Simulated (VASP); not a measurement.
Write the native input for VASP 6.6.1 that does the following.

```yaml
Task: single point
Functional: PBE
Potentials_or_basis: VASP PAW PBE potentials, release 64 (Rb_sv, Ta_pv, P)
Cutoff: 520 eV
k_mesh: 3 × 3 × 4
Occupations: gaussian, width 0.1 eV
Spin: no spin polarisation
Dipole_correction: no
Further_INCAR_settings: ALGO = Normal; EDIFF = 1e-06; NBANDS = 33
```

The structure of Rb3TaP2 lies in POSCAR:

```
Rb3TaP2
1.0
    6.9383535200      0.0000000000      0.0000000000
   -3.4691767600      6.0087904100      0.0000000000
    0.0000000000      0.0000000000      4.3416434300
Rb Ta P
3 1 2
Direct
    0.5000000000      0.0000000000      0.5000000000
    0.5000000000      0.5000000000      0.5000000000
    0.0000000000      0.5000000000      0.5000000000
    0.0000000000      0.0000000000      0.0000000000
    0.3333333300      0.6666666700      0.0000000000
    0.6666666700      0.3333333300      0.0000000000
```

One way to write it, as run:

INCAR

```
SYSTEM = Rb3TaP2
PREC = Accurate
ENCUT = 520
EDIFF = 1E-6
ISMEAR = 0
SIGMA = 0.1
LREAL = .FALSE.
LASPH = .TRUE.
NELM = 100
ALGO = Normal
ISIF = 2
LWAVE = .FALSE.
LCHARG = .FALSE.
GGA = PE
NBANDS = 33
```

KPOINTS

```
regular mesh
0
G
  3 3 4
  0 0 0
```

Potentials or basis: VASP PAW PBE potentials, release 64 (Rb_sv, Ta_pv, P).

The run is started by

```bash
$ cat potpaw_PBE.64/Rb_sv/POTCAR potpaw_PBE.64/Ta_pv/POTCAR potpaw_PBE.64/P/POTCAR > POTCAR
$ mpirun -np 1 vasp_std > vasp.out
```

Results of the run:

| Quantity | Value |
| --- | --- |
| Pressure | 5.6 GPa |
| Band gap on the k mesh | zero (band 24 reaches 2.19 eV, above the bottom of band 25 at 1.88 eV) |

Caveat: the k points lie up to 0.36 Å⁻¹ apart; spin-orbit coupling is left out, which moves the levels of the heavy elements.

It took 46 s on 1 thread of Intel(R) Xeon(R) 6975P-C (Granite Rapids) (shared host), peak memory 0.3 GiB.
